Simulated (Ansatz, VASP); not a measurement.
# One calculation of CdO, two programs

```xyz
2
Lattice="0.0000 2.3867 2.3867 2.3867 0.0000 2.3867 2.3867 2.3867 0.0000" Properties=species:S:1:pos:R:3 pbc="T T T"
Cd    0.0000    0.0000    0.0000
O     2.3867    2.3867    2.3867
```

Change from the starting cell: volume scaled by 1.05.

Alike in both runs: task single point; functional PBE; k mesh 11 × 11 × 11; occupations fermi-dirac, width 0.02 eV; no spin polarisation.

```csv
,VASP,Ansatz
version,VASP 6.6.1,Ansatz 0.2.0
potentials or method,"VASP PAW PBE potentials, release 64 (Cd, O), cutoff 600 eV","all-electron LAPW, scalar-relativistic"
```

VASP gave:

```
pressure (GPa) : 0.5
```

**Question.** What did Ansatz give for the same quantities?

**Answer.** Pressure (GPa): -0.5.

Ansatz ran all-electron here, and VASP with PAW potentials.
